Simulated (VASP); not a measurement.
# Al16As16H (a cell with a defect) in VASP: single point with PBE

Aim: the single point of Al16As16H (a cell with a defect) with PBE.

Everything below comes from runs of VASP 6.6.1. Logs are shortened: lines on timing, memory, paths and dates and some standing lists are left out, and cuts for length are marked.

### 1 The cell of the first run

The cell holds a defect, 33 atoms: a = 9.921 Å, b = 9.921 Å, c = 9.921 Å, α = 109.47°, β = 109.47°, γ = 109.47°.

### 2 Single point, PBE (with an interstitial atom, then relaxed in part)

The input, INCAR:

```
PREC = Accurate
ENCUT = 520
EDIFF = 1E-6
ISMEAR = 0
SIGMA = 0.01
LREAL = Auto
LASPH = T
NELM = 60
ALGO = Normal
ISIF = 2
LWAVE = F
LCHARG = F
GGA = PE
NBANDS = 86
NELECT = 128.0
```

The input, KPOINTS:

```
Automatic mesh
0
Gamma
  2 2 2
  0.5 0.5 0.5
```

The input, POSCAR:

```
Al16As16H
1.0
   -5.7279123196      5.7279123196     -5.7279123196
    5.7279123196     -5.7279123196     -5.7279123196
   -5.7279123196     -5.7279123196      5.7279123196
Al As H
16 16 1
Direct
    0.4997505549      0.2473277987      0.2452228814
    0.2377519596      0.2328080701      0.4818855200
    0.0011147276      0.2473644659      0.7438886807
    0.7481751291     -0.0025126856      0.2458478535
    0.7522362858      0.2514175330     -0.0036103248
    0.4997539629     -0.0011167606      0.4914025111
    0.2472726515     -0.0010627378      0.7439059285
   -0.0016046036      0.7460099376      0.2425334142
    1.0016940742      0.9974663004      0.9922583893
    0.7532912133      0.7490578713      0.4954904329
    0.4997544173      0.7988350466      0.7439665958
    0.2462102345      0.4955177534      0.2419379237
    0.2513333258      0.7490664642     -0.0025719267
   -0.0021974520      0.4955285493      0.4903138975
    0.7617429794      0.4948045133      0.7438881642
    0.4997567860      0.4948644192      0.0057949279
    0.4997553711     -0.0013075922      0.2437526244
    0.2484198183     -0.0077280540      0.4925482191
   -0.0003874681     -0.0012947807      0.7438703941
    0.7506027173      0.7485800924      0.2448484874
    0.7565940320      0.0044036421      0.0007282725
    0.4997486102      0.7475234907      0.4871015162
    0.2429132688      0.7475607683      0.7438853864
   -0.0001035728      0.4988505714      0.2440116174
    0.0007347563      0.7486091424     -0.0052397980
    0.7498624797      0.4977120332      0.4930144872
    0.4997392057      0.4559249133      0.7437882191
    0.2496316732      0.2475980206      0.2428907552
    0.2489080351      0.4977305280     -0.0060132222
   -0.0012277724      0.2476359063      0.4937782190
    0.7510912346      0.2436065738      0.7438830787
    0.4997541322      0.2436625116     -0.0047596425
    0.4997722471      0.6130500666      0.7440721972
```

Potentials or basis: VASP PAW PBE potentials, release 64 (Al, As, H).

Run with:

```
> cat potpaw_PBE.64/Al/POTCAR potpaw_PBE.64/As/POTCAR potpaw_PBE.64/H/POTCAR > POTCAR
> mpirun -np 1 vasp_std > vasp.out
```

OUTCAR:

```text
PREC = Accurate
   ENCUT = 520
   EDIFF = 1E-6
   ISMEAR = 0
   LREAL = Auto
   LASPH = T
   NELM = 60
   ISIF = 2
   GGA = PE
   NELECT = 128.0

 ion  position               nearest neighbor table
   1  0.500  0.247  0.245-  17 2.46  32 2.47  26 2.47  28 2.47
   2  0.238  0.233  0.482-  18 2.46  28 2.46  30 2.46  27 2.50
   3  0.001  0.247  0.744-  19 2.46  31 2.47  29 2.47  30 2.47
   4  0.748  0.997  0.246-  17 2.46  20 2.47  30 2.48  21 2.48
   5  0.752  0.251  0.996-  24 2.46  32 2.48  31 2.48  21 2.48
   6  0.500  0.999  0.491-  17 2.46  18 2.48  31 2.48  22 2.48
[... 24 lines left out ...]
  31  0.751  0.244  0.744-  15 2.46   3 2.47   6 2.48   5 2.48
  32  0.500  0.244  0.995-  16 2.46   1 2.47   7 2.48   5 2.48
  33  0.500  0.613  0.744-  27 1.56  11 1.84

  LATTYP: Found a body centered cubic cell.
 ALAT       =    11.4558246392

  Lattice vectors:

 A1 = (  -5.7279123196,   5.7279123196,  -5.7279123196)
 A2 = (   5.7279123196,  -5.7279123196,  -5.7279123196)
 A3 = (  -5.7279123196,  -5.7279123196,   5.7279123196)

Analysis of symmetry for initial positions (statically):
=====================================================================
 Subroutine PRICEL returns:
 Original cell was already a primitive cell.

 Routine SETGRP: Setting up the symmetry group for a
 body centered cubic supercell.

 Subroutine GETGRP returns: Found  1 space group operations
 (whereof  1 operations were pure point group operations)
 out of a pool of 48 trial point group operations.

The static configuration has the point symmetry C_1 .

Analysis of symmetry for dynamics (positions and initial velocities):
=====================================================================
 Subroutine PRICEL returns:
 Original cell was already a primitive cell.

 Routine SETGRP: Setting up the symmetry group for a
 body centered cubic supercell.

 Subroutine GETGRP returns: Found  1 space group operations
 (whereof  1 operations were pure point group operations)
 out of a pool of 48 trial point group operations.

The dynamic configuration has the point symmetry C_1 .

 Subroutine INISYM returns: Found  1 space group operations
 (whereof  1 operations are pure point group operations),
 and found     1 'primitive' translations

----------------------------------------------------------------------------------------

                                     Primitive cell

  volume of cell :     751.7078

  direct lattice vectors                    reciprocal lattice vectors
    -5.727912320  5.727912320 -5.727912320    -0.087291839  0.000000000 -0.087291839
     5.727912320 -5.727912320 -5.727912320     0.000000000 -0.087291839 -0.087291839
    -5.727912320 -5.727912320  5.727912320    -0.087291839 -0.087291839  0.000000000

  length of vectors
     9.921035159  9.921035159  9.921035159     0.123449303  0.123449303  0.123449303

  position of ions in fractional coordinates (direct lattice)
     0.499750555  0.247327799  0.245222881
     0.237751960  0.232808070  0.481885520
     0.001114728  0.247364466  0.743888681
     0.748175129  0.997487314  0.245847854
     0.752236286  0.251417533  0.996389675
     0.499753963  0.998883239  0.491402511
[... 25 lines left out ...]
     0.499754132  0.243662512  0.995240358
     0.499772247  0.613050067  0.744072197

  ion indices of the primitive-cell ions
   primitive index   ion index
                 1           1
                 2           2
                 3           3
                 4           4
                 5           5
                 6           6
[... 25 lines left out ...]
                32          32
                33          33

----------------------------------------------------------------------------------------

 KPOINTS: Automatic mesh

Automatic generation of k-mesh.
 Grid dimensions read from file:
 generate k-points for:    2    2    2

 Generating k-lattice:

  Cartesian coordinates                     Fractional coordinates (reciprocal lattice)
    -0.043645919  0.000000000 -0.043645919     0.500000000  0.000000000  0.000000000
     0.000000000 -0.043645919 -0.043645919     0.000000000  0.500000000  0.000000000
    -0.043645919 -0.043645919  0.000000000     0.000000000  0.000000000  0.500000000

  Length of vectors
     0.061724651  0.061724651  0.061724651

  Shift w.r.t. Gamma in fractional coordinates (k-lattice)
     0.500000000  0.500000000  0.500000000

 Subroutine IBZKPT returns following result:
 ===========================================

 Found      4 irreducible k-points:

 Following reciprocal coordinates:
            Coordinates               Weight
  0.250000  0.250000  0.250000      2.000000
 -0.250000  0.250000  0.250000      2.000000
  0.250000 -0.250000  0.250000      2.000000
  0.250000  0.250000 -0.250000      2.000000
   k-points           NKPTS =      4   k-points in BZ     NKDIM =      4   number of bands    NBANDS=     86
   number of dos      NEDOS =    301   number of ions     NIONS =     33
   total plane-waves  NPLWV = 512000
   dimension x,y,z NGX =    80 NGY =   80 NGZ =   80
   dimension x,y,z NGXF=   160 NGYF=  160 NGZF=  160
   ions per type =              16  16   1
   NGX,Y,Z   is equivalent  to a cutoff of  13.41, 13.41, 13.41 a.u.
   NGXF,Y,Z  is equivalent  to a cutoff of  26.81, 26.81, 26.81 a.u.
 SYSTEM =  unknown system
   PREC   = accura    normal or accurate (medium, high low for compatibility)
   ISTART =      0    job   : 0-new  1-cont  2-samecut
   ICHARG =      2    charge: 1-file 2-atom 10-const
   ISPIN  =      1    spin polarized calculation?
   LNONCOLLINEAR =      F non collinear calculations
   LSORBIT =      F    spin-orbit coupling
   LASPH  =      T    aspherical Exc in radial PAW
   ENCUT  =  520.0 eV  38.22 Ry    6.18 a.u.  18.45 18.45 18.45*2*pi/ulx,y,z
   NELM   =     60;   NELMIN=  2; NELMDL= -5     # of ELM steps
   EDIFF  = 0.1E-05   stopping-criterion for ELM
   LREAL  =      T    real-space projection
   EDIFFG = 0.1E-04   stopping-criterion for IOM
   NSW    =      0    number of steps for IOM
   IBRION =     -1    ionic relax: 0-MD 1-quasi-New 2-CG
   NFREE  =      0    steps in history (QN), initial steepest desc. (CG)
   ISIF   =      2    stress and relaxation
   ISYM   =      2    0-nonsym 1-usesym 2-fastsym
   POTIM  = 0.5000    time-step for ionic-motion
   TEBEG  =    0.0;   TEEND  =   0.0 temperature during run
   PSTRESS=    0.0 pullay stress
   NELECT =     128.0000    total number of electrons
   NUPDOWN=      -1.0000    fix difference up-down
   EMIN   =  10.00;   EMAX   =-10.00  energy-range for DOS
   EFERMI =   0.00;   METHOD = LEGACY
   ISMEAR =     0;   SIGMA  =   0.01  broadening in eV -4-tet -1-fermi 0-gaus
   EFERMI_NEDOS =   21; number of points for ismear=-14 and -15
   IALGO  =     38    algorithm
   IMIX   =      4    mixing-type and parameters
     AMIX     =   0.40;   BMIX     =  1.00
     AMIX_MAG =   1.60;   BMIX_MAG =  1.00
  volume/ion in A,a.u.               =      22.78       153.72
  Fermi-wavevector in a.u.,A,eV,Ry     =   0.907392  1.714723 11.202506  0.823361
  Thomas-Fermi vector in A             =   2.031194
   LORBIT       =      0    0 simple, 1 ext, 2 COOP (PROOUT), +10 PAW based schemes
   GGA     = PE    functional components
   LHFCALC =     F    Hartree Fock is set to
   AEXX    =    0.0000 exact exchange contribution
   IVDW    =     0    specifies the selected vdW correction
   LEPSILON=     F    determine dielectric tensor
   LRPA    =     F    only Hartree local field effects (RPA)
 non-spin polarized calculation
 Gauss-broadening in eV      SIGMA  =   0.01
  energy-cutoff  :      520.00
  volume of cell :      751.71
 maximum number of plane-waves:     20280
 NGX is ok and might be reduce to    80
   NGX = 37   NGY = 37   NGZ = 37

 number of electron     128.0000001 magnetization

 Free energy of the ion-electron system (eV)
  ---------------------------------------------------
  ext. energy  EPLUGINS =         0.00000000
  ---------------------------------------------------
  free energy    TOTEN  =      -156.72274871 eV

  energy without entropy =     -156.72274871  energy(sigma->0) =     -156.72274871

 E-fermi :   3.2114     XC(G=0):  -8.8859

 val. band max:        3.1617887834   @ k =   0.2500   0.2500   0.2500
 cond. band min:       5.1728650668   @ k =   0.2500   0.2500   0.2500
 fundamental gap:      2.0110762834
 Fermi energy:         3.2113953484

 k-point     1 :       0.2500    0.2500    0.2500
  band No.  band energies     occupation
      1      -7.9040      2.00000
      2      -7.5616      2.00000
      3      -7.5190      2.00000
      4      -7.5187      2.00000
      5      -7.0120      2.00000
      6      -6.5850      2.00000
[... 68 lines left out ...]
     75       6.1702      0.00000
     76       6.1858      0.00000

 k-point     2 :      -0.2500    0.2500    0.2500
  band No.  band energies     occupation
      1      -8.0207      2.00000
      2      -7.5755      2.00000
      3      -7.2281      2.00000
      4      -7.1979      2.00000
      5      -7.1668      2.00000
      6      -6.9404      2.00000
[... 68 lines left out ...]
     75       6.9363      0.00000
     76       6.9968      0.00000

 k-point     3 :       0.2500   -0.2500    0.2500
  band No.  band energies     occupation
      1      -8.0207      2.00000
      2      -7.5755      2.00000
      3      -7.2285      2.00000
      4      -7.1976      2.00000
      5      -7.1665      2.00000
      6      -6.9405      2.00000
[... 68 lines left out ...]
     75       6.9361      0.00000
     76       6.9968      0.00000

 k-point     4 :       0.2500    0.2500   -0.2500
  band No.  band energies     occupation
      1      -8.0207      2.00000
      2      -7.5755      2.00000
      3      -7.2285      2.00000
      4      -7.1976      2.00000
      5      -7.1665      2.00000
      6      -6.9405      2.00000
[... 68 lines left out ...]
     75       6.9361      0.00000
     76       6.9968      0.00000
 [bands above 76 left out]

------------------------ aborting loop because EDIFF is reached ----------------------------------------

  FORCE on cell =-STRESS in cart. coord.  units (eV):
  Direction    XX          YY          ZZ          XY          YZ          ZX
  --------------------------------------------------------------------------------------
  -------------------------------------------------------------------------------------
  Total       -2.7027505     -2.7059422     -2.7066557     -0.9583659      0.9583525     -0.9656584
  in kB       -5.7605966     -5.7673993     -5.7689201     -2.0426449      2.0426164     -2.0581878
  external PRESSURE =      -5.7656387 kB  Pullay stress =       0.0000000 kB

 VOLUME and BASIS-vectors are now :
 -----------------------------------------------------------------------------
  energy-cutoff  :      520.00
  volume of cell :      751.71
      direct lattice vectors                 reciprocal lattice vectors
    -5.727912320  5.727912320 -5.727912320    -0.087291839  0.000000000 -0.087291839
     5.727912320 -5.727912320 -5.727912320     0.000000000 -0.087291839 -0.087291839
    -5.727912320 -5.727912320  5.727912320    -0.087291839 -0.087291839  0.000000000

 POSITION                                       TOTAL-FORCE (eV/Angst)
 -----------------------------------------------------------------------------------
     -2.85047      0.04124     -2.87458        -0.002885     -0.000945      0.003123
     -2.78852     -2.73188      0.06487        -0.001236     -0.008315     -0.007945
     -2.85043     -5.67143      2.83766        -0.002220      0.001834      0.001156
      0.01984     -2.83623     -8.59081         0.001372     -0.002052      0.002404
     -8.57588     -2.83859     -0.04161         0.001384     -0.000847     -0.002850
      0.04426     -5.67368     -5.76935         0.000665     -0.001346     -0.000933
[... 25 lines left out ...]
     -7.16752     -4.23378      1.44242         0.002630      0.009403     -0.003426
     -3.61313     -4.91083     -2.11217         0.047999     -0.047865     -0.048168
 -----------------------------------------------------------------------------------
    total drift:                                0.005766      0.036176      0.003037

  FREE ENERGIE OF THE ION-ELECTRON SYSTEM (eV)
  ---------------------------------------------------
  free  energy   TOTEN  =      -156.7227487103 eV

  energy  without entropy=     -156.7227487103  energy(sigma->0) =     -156.72274871
```

Run time: 7.9 min. Hardware: 1 thread of Intel Xeon Platinum 8259CL at 2.50GHz (Skylake/Cascade Lake), shared host; peak memory 1 GiB.

What came out:

* Free energy: -156.7227 eV
* Largest force: 0.083 eV/Å

Forces on the atoms (eV/Å):
```
Al  -0.003 -0.001  0.003
Al  -0.001 -0.008 -0.008
Al  -0.002  0.002  0.001
Al   0.001 -0.002  0.002
Al   0.001 -0.001 -0.003
Al   0.001 -0.001 -0.001
Al   0.001  0.000 -0.001
Al  -0.001  0.002  0.003
Al   0.003 -0.001 -0.001
Al  -0.001 -0.003 -0.003
Al  -0.010  0.016  0.010
Al   0.001 -0.004  0.000
Al  -0.002 -0.002 -0.002
Al   0.001  0.000 -0.002
Al   0.009 -0.009  0.002
Al   0.005  0.005 -0.005
As   0.000  0.003 -0.001
As  -0.005 -0.007 -0.002
As   0.000  0.002  0.000
As   0.001  0.000 -0.003
As  -0.012 -0.002 -0.001
As  -0.006  0.016  0.007
As   0.004 -0.001  0.008
As  -0.001  0.001 -0.002
As   0.000  0.000 -0.001
As   0.002  0.005  0.000
As  -0.042  0.035  0.044
As  -0.001  0.003 -0.001
As   0.006 -0.001  0.002
As   0.001 -0.001  0.002
As   0.000 -0.007  0.004
As   0.003  0.009 -0.003
H    0.048 -0.048 -0.048
```

Caveat: the cell carries a net charge on a neutralising background, which shifts energy and pressure; the cell differs from its parent crystal (with an interstitial atom, then relaxed in part); the cell is charged against a uniform background, so pressure and absolute levels hang on convention.
